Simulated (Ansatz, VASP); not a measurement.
One calculation of I, two programs

INCAR

```
PREC = Accurate ; ENCUT = 600
EDIFF = 1E-6 ; ISMEAR = 0
SIGMA = 0.01 ; LREAL = F
LASPH = T ; NELM = 100
ALGO = Normal ; ISIF = 3
LWAVE = F ; LCHARG = F
GGA = PE ; IBRION = 2
NSW = 100 ; EDIFFG = -0.01
```

Contents of KPOINTS:

```
Automatic mesh
0
Gamma
  9 9 4
```

Contents of POSCAR:

```
I
1.0
    4.7704921862      0.0000000000      0.0000000000
   -2.3852460931      4.1313674218      0.0000000000
    0.0000000000      0.0000000000     10.8339725520
I
4
Direct
    0.3333333333      0.6666666667      0.1237831356
    0.6666666667      0.3333333333      0.6237831356
    0.3333333333      0.6666666667      0.3762168644
    0.6666666667      0.3333333333      0.8762168644
```

Input for Ansatz:

```yaml
crystal:
  lattice:
    - [4.7704921862, 0.0, 0.0]
    - [-2.3852460931, 4.1313674218, 0.0]
    - [0.0, 0.0, 10.833972552]
  atoms:
    - { symbol: I, position: [0.3333333333, 0.6666666667, 0.1237831356] }
    - { symbol: I, position: [0.6666666667, 0.3333333333, 0.6237831356] }
    - { symbol: I, position: [0.3333333333, 0.6666666667, 0.3762168644] }
    - { symbol: I, position: [0.6666666667, 0.3333333333, 0.8762168644] }
basis:
  ecutwfc: 420
kpoints:
  mp_grid: { grid: [9, 9, 4] }
hamiltonian:
  xc: pbe
scf:
  occupations: { method: gaussian, width: 0.01 }
output:
  forces: true
  stress: true
  eigenvalues: true
relax:
  adjacent_minimum: "off"
  f_tol: 0.01
  max_steps: 80
  cell: { stress_tol: 0.05 }
```

Alike in both runs: task relaxation of cell and atoms; functional PBE; k mesh 9 × 9 × 4; occupations gaussian, width 0.01 eV; no spin polarisation.

|  | VASP | Ansatz |
| --- | --- | --- |
| version | VASP 6.6.1 | Ansatz 0.2.0 |
| potentials or method | VASP PAW PBE potentials, release 64 (I), cutoff 600 eV | scalar-relativistic, plane waves, PAW |
| valence electrons in the cell | 28 | 68 |

VASP gave:

```
gap on the k mesh at the Fermi level, each at its own relaxed structure (eV) : 0.33
relaxed volume (Å³/atom)                                                     : 55.03
relaxed cell length with the largest relative difference (Å)                 : 4.851
```

Problem. Which values does Ansatz return?

Solution. gap on the k mesh at the Fermi level, each at its own relaxed structure (eV): 0.28; relaxed volume (Å³/atom): 54.39; relaxed cell length with the largest relative difference (Å): 4.823.

VASP's potentials hold 28 valence electrons a cell and Ansatz's 68, so a difference there can come from the potentials and not from the codes.

Spin-orbit coupling is off throughout.
